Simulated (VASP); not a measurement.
# BiO5 (P6/mmm) in VASP: further runs

BiO5 is run at these levels: PBE; tasks: single point.

Everything below comes from runs of VASP 6.6.1. Logs are shortened: lines on timing, memory, paths and dates and some standing lists are left out, and cuts for length are marked.

### 1 The cell of the first run

Symmetry: P6/mmm, No. 191, hexagonal system. Conventional cell: a = 3.708 Å, b = 3.708 Å, c = 5.506 Å, α = 90.00°, β = 90.00°, γ = 120.00°. Bi (site symmetry 6/mmm) has 14 O at 2.55 to 2.75 Å within 3.4 Å. O (site symmetry 3m) has 8 O at 2.14 to 2.79 Å and 3 Bi at 2.55 Å within 2.8 Å. O (site symmetry 6/mmm) has 12 O at 2.54 Å and 2 Bi at 2.75 Å within 3.3 Å.

### 2 Single point, PBE

INCAR reads:

```
PREC = Accurate
ENCUT = 600
EDIFF = 1E-6
ISMEAR = 0
SIGMA = 0.2
LREAL = False
LASPH = True
NELM = 120
ALGO = Normal
ISIF = 2
LWAVE = False
LCHARG = True
GGA = PE
LELF = True
LVHAR = True
NBANDS = 32
GGA_COMPAT = False
```

KPOINTS reads:

```
Automatic mesh
0
Gamma
  5 5 3
```

POSCAR reads:

```
BiO5
1.0
    3.7081719056     -0.0000000026      0.0000000000
   -1.8540859505      3.2113710731      0.0000000000
    0.0000000000      0.0000000000      5.5055812275
Bi O
1 5
Direct
    0.0000000000      0.0000000000      0.5000000000
    0.6666666667      0.3333333333      0.7530125175
    0.0000000000      0.0000000000      0.0000000000
    0.6666666667      0.3333333333      0.2469874825
    0.3333333333      0.6666666667      0.2469874825
    0.3333333333      0.6666666667      0.7530125175
```

Potentials or basis: VASP PAW PBE potentials, release 64 (Bi_d, O).

On the command line:

```console
$ cat potpaw_PBE.64/Bi_d/POTCAR potpaw_PBE.64/O/POTCAR > POTCAR
$ mpirun -np 1 vasp_std > vasp.out
```

OUTCAR:

```text
PREC = Accurate
   ENCUT = 600
   EDIFF = 1E-6
   ISMEAR = 0
   LREAL = False
   LASPH = True
   NELM = 120
   ISIF = 2
   GGA = PE

 ion  position               nearest neighbor table
   1  0.000  0.000  0.500-   2 2.55   4 2.55   5 2.55   6 2.55   5 2.55   6 2.55   2 2.55   4 2.55
                             2 2.55   4 2.55   5 2.55   6 2.55   3 2.75   3 2.75
   2  0.667  0.333  0.753-   1 2.55   1 2.55   1 2.55
   3  0.000  0.000  0.000-   1 2.75   1 2.75
   4  0.667  0.333  0.247-   1 2.55   1 2.55   1 2.55
   5  0.333  0.667  0.247-   1 2.55   1 2.55   1 2.55
   6  0.333  0.667  0.753-   1 2.55   1 2.55   1 2.55

  LATTYP: Found a hexagonal cell.
 ALAT       =     3.7081719056
 C/A-ratio  =     1.4847157488

  Lattice vectors:

 A1 = (   3.7081719056,  -0.0000000026,   0.0000000000)
 A2 = (  -1.8540859505,   3.2113710731,   0.0000000000)
 A3 = (   0.0000000000,   0.0000000000,   5.5055812275)

Analysis of symmetry for initial positions (statically):
=====================================================================
 Subroutine PRICEL returns:
 Original cell was already a primitive cell.

 Routine SETGRP: Setting up the symmetry group for a
 hexagonal supercell.

 Subroutine GETGRP returns: Found 24 space group operations
 (whereof 24 operations were pure point group operations)
 out of a pool of 24 trial point group operations.

The static configuration has the point symmetry D_6h.

Analysis of symmetry for dynamics (positions and initial velocities):
=====================================================================
 Subroutine PRICEL returns:
 Original cell was already a primitive cell.

 Routine SETGRP: Setting up the symmetry group for a
 hexagonal supercell.

 Subroutine GETGRP returns: Found 24 space group operations
 (whereof 24 operations were pure point group operations)
 out of a pool of 24 trial point group operations.

The dynamic configuration has the point symmetry D_6h.

 Subroutine INISYM returns: Found 24 space group operations
 (whereof 24 operations are pure point group operations),
 and found     1 'primitive' translations

----------------------------------------------------------------------------------------

                                     Primitive cell

  volume of cell :      65.5622

  direct lattice vectors                    reciprocal lattice vectors
     3.708171906 -0.000000003  0.000000000     0.269674661  0.155696738  0.000000000
    -1.854085951  3.211371073  0.000000000     0.000000000  0.311393476  0.000000000
     0.000000000  0.000000000  5.505581227     0.000000000  0.000000000  0.181633865

  length of vectors
     3.708171906  3.708171906  5.505581227     0.311393476  0.311393476  0.181633865

  position of ions in fractional coordinates (direct lattice)
     0.000000000  0.000000000  0.500000000
     0.666666667  0.333333333  0.753012517
     0.000000000  0.000000000  0.000000000
     0.666666667  0.333333333  0.246987483
     0.333333333  0.666666667  0.246987483
     0.333333333  0.666666667  0.753012517

  ion indices of the primitive-cell ions
   primitive index   ion index
                 1           1
                 2           2
                 3           3
                 4           4
                 5           5
                 6           6

----------------------------------------------------------------------------------------

 KPOINTS: Automatic mesh

Automatic generation of k-mesh.
 Grid dimensions read from file:
 generate k-points for:    5    5    3

 Generating k-lattice:

  Cartesian coordinates                     Fractional coordinates (reciprocal lattice)
     0.053934932  0.031139348  0.000000000     0.200000000  0.000000000  0.000000000
     0.000000000  0.062278695  0.000000000    -0.000000000  0.200000000  0.000000000
     0.000000000  0.000000000  0.060544622     0.000000000  0.000000000  0.333333333

  Length of vectors
     0.062278695  0.062278695  0.060544622

  Shift w.r.t. Gamma in fractional coordinates (k-lattice)
     0.000000000  0.000000000  0.000000000

 Subroutine IBZKPT returns following result:
 ===========================================

 Found     10 irreducible k-points:

 Following reciprocal coordinates:
            Coordinates               Weight
  0.000000  0.000000  0.000000      1.000000
  0.200000  0.000000  0.000000      6.000000
  0.400000  0.000000  0.000000      6.000000
  0.200000  0.200000  0.000000      6.000000
  0.400000  0.200000  0.000000      6.000000
  0.000000  0.000000  0.333333      2.000000
  0.200000  0.000000  0.333333     12.000000
  0.400000  0.000000  0.333333     12.000000
  0.200000  0.200000  0.333333     12.000000
  0.400000  0.200000  0.333333     12.000000
   k-points           NKPTS =     10   k-points in BZ     NKDIM =     10   number of bands    NBANDS=     32
   number of dos      NEDOS =    301   number of ions     NIONS =      6
   total plane-waves  NPLWV =  43200
   dimension x,y,z NGX =    30 NGY =   30 NGZ =   48
   dimension x,y,z NGXF=    60 NGYF=   60 NGZF=   96
   ions per type =               1   5
   NGX,Y,Z   is equivalent  to a cutoff of  13.45, 13.45, 14.49 a.u.
   NGXF,Y,Z  is equivalent  to a cutoff of  26.90, 26.90, 28.99 a.u.
 SYSTEM =  unknown system
   PREC   = accura    normal or accurate (medium, high low for compatibility)
   ISTART =      0    job   : 0-new  1-cont  2-samecut
   ICHARG =      2    charge: 1-file 2-atom 10-const
   ISPIN  =      1    spin polarized calculation?
   LNONCOLLINEAR =      F non collinear calculations
   LSORBIT =      F    spin-orbit coupling
   LASPH  =      T    aspherical Exc in radial PAW
   ENCUT  =  600.0 eV  44.10 Ry    6.64 a.u.   7.41  7.41 11.00*2*pi/ulx,y,z
   NELM   =    120;   NELMIN=  2; NELMDL= -5     # of ELM steps
   EDIFF  = 0.1E-05   stopping-criterion for ELM
   LREAL  =      F    real-space projection
   EDIFFG = 0.1E-04   stopping-criterion for IOM
   NSW    =      0    number of steps for IOM
   IBRION =     -1    ionic relax: 0-MD 1-quasi-New 2-CG
   NFREE  =      0    steps in history (QN), initial steepest desc. (CG)
   ISIF   =      2    stress and relaxation
   ISYM   =      2    0-nonsym 1-usesym 2-fastsym
   POTIM  = 0.5000    time-step for ionic-motion
   TEBEG  =    0.0;   TEEND  =   0.0 temperature during run
   PSTRESS=    0.0 pullay stress
   NELECT =      45.0000    total number of electrons
   NUPDOWN=      -1.0000    fix difference up-down
   EMIN   =  10.00;   EMAX   =-10.00  energy-range for DOS
   EFERMI =   0.00;   METHOD = LEGACY
   ISMEAR =     0;   SIGMA  =   0.20  broadening in eV -4-tet -1-fermi 0-gaus
   EFERMI_NEDOS =   21; number of points for ismear=-14 and -15
   IALGO  =     38    algorithm
   IMIX   =      4    mixing-type and parameters
     AMIX     =   0.40;   BMIX     =  1.00
     AMIX_MAG =   1.60;   BMIX_MAG =  1.00
  volume/ion in A,a.u.               =      10.93        73.74
  Fermi-wavevector in a.u.,A,eV,Ry     =   1.444091  2.728936 28.373565  2.085398
  Thomas-Fermi vector in A             =   2.562425
   LORBIT       =      0    0 simple, 1 ext, 2 COOP (PROOUT), +10 PAW based schemes
   GGA     = PE    functional components
   LHFCALC =     F    Hartree Fock is set to
   AEXX    =    0.0000 exact exchange contribution
   IVDW    =     0    specifies the selected vdW correction
   LEPSILON=     F    determine dielectric tensor
   LRPA    =     F    only Hartree local field effects (RPA)
 non-spin polarized calculation
 Gauss-broadening in eV      SIGMA  =   0.20
  energy-cutoff  :      600.00
  volume of cell :       65.56
 maximum number of plane-waves:      2223
 NGX is ok and might be reduce to    30
   NGX = 15   NGY = 15   NGZ = 21

 number of electron      45.0000003 magnetization

 Free energy of the ion-electron system (eV)
  ---------------------------------------------------
  ext. energy  EPLUGINS =         0.00000000
  ---------------------------------------------------
  free energy    TOTEN  =       -22.10230758 eV

  energy without entropy =      -21.96078019  energy(sigma->0) =      -22.03154389

 E-fermi :   4.3494     XC(G=0): -11.5220

 val. band max:        4.3119254218   @ k =   0.2000   0.2000   0.3333
 cond. band min:       4.3549360809   @ k =   0.2000   0.0000   0.3333
 fundamental gap:      0.0430106591
 Fermi energy:         4.3494019921

 k-point     1 :       0.0000    0.0000    0.0000
  band No.  band energies     occupation
      1     -18.0073      2.00000
      2     -18.0073      2.00000
      3     -17.9707      2.00000
      4     -17.9255      2.00000
      5     -17.9255      2.00000
      6     -15.3962      2.00000
[... 24 lines left out ...]
     31      18.0234      0.00000
     32      18.0234      0.00000

 k-point     2 :       0.2000    0.0000    0.0000
  band No.  band energies     occupation
      1     -18.0326      2.00000
      2     -17.9838      2.00000
      3     -17.9768      2.00000
      4     -17.9491      2.00000
      5     -17.9311      2.00000
      6     -15.0378      2.00000
[... 24 lines left out ...]
     31      18.8067      0.00000
     32      18.8501      0.00000

 k-point     3 :       0.4000    0.0000    0.0000
  band No.  band energies     occupation
      1     -18.0787      2.00000
      2     -18.0661      2.00000
      3     -17.9401      2.00000
      4     -17.9268      2.00000
      5     -17.9142      2.00000
      6     -14.1006      2.00000
[... 24 lines left out ...]
     31      20.1073      0.00000
     32      20.2332      0.00000

 k-point     4 :       0.2000    0.2000    0.0000
  band No.  band energies     occupation
      1     -18.0425      2.00000
      2     -18.0359      2.00000
      3     -17.9707      2.00000
      4     -17.9537      2.00000
      5     -17.9155      2.00000
      6     -14.3675      2.00000
[... 24 lines left out ...]
     31      18.9936      0.00000
     32      20.4401      0.00000

 k-point     5 :       0.4000    0.2000    0.0000
  band No.  band energies     occupation
      1     -18.0542      2.00000
      2     -18.0475      2.00000
      3     -17.9773      2.00000
      4     -17.9560      2.00000
      5     -17.9099      2.00000
      6     -13.5085      2.00000
[... 24 lines left out ...]
     31      19.5422      0.00000
     32      20.9722      0.00000

 k-point     6 :       0.0000    0.0000    0.3333
  band No.  band energies     occupation
      1     -18.0073      2.00000
      2     -18.0073      2.00000
      3     -17.9660      2.00000
      4     -17.9256      2.00000
      5     -17.9256      2.00000
      6     -15.1709      2.00000
[... 24 lines left out ...]
     31      18.3461      0.00000
     32      18.3461      0.00000

 k-point     7 :       0.2000    0.0000    0.3333
  band No.  band energies     occupation
      1     -18.0324      2.00000
      2     -17.9859      2.00000
      3     -17.9768      2.00000
      4     -17.9439      2.00000
      5     -17.9313      2.00000
      6     -14.8207      2.00000
[... 24 lines left out ...]
     31      18.9512      0.00000
     32      18.9513      0.00000

 k-point     8 :       0.4000    0.0000    0.3333
  band No.  band energies     occupation
      1     -18.0781      2.00000
      2     -18.0693      2.00000
      3     -17.9404      2.00000
      4     -17.9268      2.00000
      5     -17.9080      2.00000
      6     -13.9303      2.00000
[... 24 lines left out ...]
     31      19.9022      0.00000
     32      20.7719      0.00000

 k-point     9 :       0.2000    0.2000    0.3333
  band No.  band energies     occupation
      1     -18.0421      2.00000
      2     -18.0387      2.00000
      3     -17.9698      2.00000
      4     -17.9542      2.00000
      5     -17.9102      2.00000
      6     -14.1760      2.00000
[... 24 lines left out ...]
     31      19.1482      0.00000
     32      20.2835      0.00000

 k-point    10 :       0.4000    0.2000    0.3333
  band No.  band energies     occupation
      1     -18.0568      2.00000
      2     -18.0469      2.00000
      3     -17.9782      2.00000
      4     -17.9557      2.00000
      5     -17.9037      2.00000
      6     -13.3806      2.00000
[... 24 lines left out ...]
     31      19.9502      0.00000
     32      21.1453      0.00000

------------------------ aborting loop because EDIFF is reached ----------------------------------------

  FORCE on cell =-STRESS in cart. coord.  units (eV):
  Direction    XX          YY          ZZ          XY          YZ          ZX
  --------------------------------------------------------------------------------------
  -------------------------------------------------------------------------------------
  Total       -0.0116617     -0.0116617     -0.1222789     -0.0000000      0.0000000      0.0000000
  in kB       -0.2849818     -0.2849818     -2.9881920     -0.0000000      0.0000000      0.0000000
  external PRESSURE =      -1.1860518 kB  Pullay stress =       0.0000000 kB

 VOLUME and BASIS-vectors are now :
 -----------------------------------------------------------------------------
  energy-cutoff  :      600.00
  volume of cell :       65.56
      direct lattice vectors                 reciprocal lattice vectors
     3.708171906 -0.000000003  0.000000000     0.269674661  0.155696738  0.000000000
    -1.854085951  3.211371073  0.000000000     0.000000000  0.311393476  0.000000000
     0.000000000  0.000000000  5.505581227     0.000000000  0.000000000  0.181633865

 POSITION                                       TOTAL-FORCE (eV/Angst)
 -----------------------------------------------------------------------------------
      0.00000      0.00000      2.75279        -0.000000      0.000000     -0.000000
      1.85409      1.07046      4.14577        -0.000000     -0.000000      0.017839
      0.00000      0.00000      0.00000        -0.000000      0.000000     -0.000000
      1.85409      1.07046      1.35981         0.000000     -0.000000     -0.017839
      0.00000      2.14091      1.35981        -0.000000      0.000000     -0.017839
      0.00000      2.14091      4.14577         0.000000      0.000000      0.017839
 -----------------------------------------------------------------------------------
    total drift:                                0.000000      0.000000      0.000000

  FREE ENERGIE OF THE ION-ELECTRON SYSTEM (eV)
  ---------------------------------------------------
  free  energy   TOTEN  =       -22.1023075826 eV

  energy  without entropy=      -21.9607801905  energy(sigma->0) =      -22.03154389
```

It took 15 s on 1 thread of Intel Xeon 6975P-C (Granite Rapids), shared host; peak memory 0.2 GiB.

Results:

* Free energy: -22.1023 eV
* Pressure: -0.1 GPa
* Largest force: 0.018 eV/Å

Forces on the atoms (eV/Å):
```
Bi   0.000  0.000  0.000
O    0.000  0.000  0.018
O    0.000  0.000  0.000
O    0.000  0.000 -0.018
O    0.000  0.000 -0.018
O    0.000  0.000  0.018
```

Stress tensor (GPa, compression positive):
```
-0.03  0.00  0.00
 0.00 -0.03  0.00
 0.00  0.00 -0.30
```

Caveat: the k points lie up to 0.39 Å⁻¹ apart; spin-orbit coupling is left out, which moves the levels of the heavy elements; an odd number of electrons without spin polarisation forces a metal; a magnetic or distorted state may lie lower.

(Part 1 of 2 ends here.)
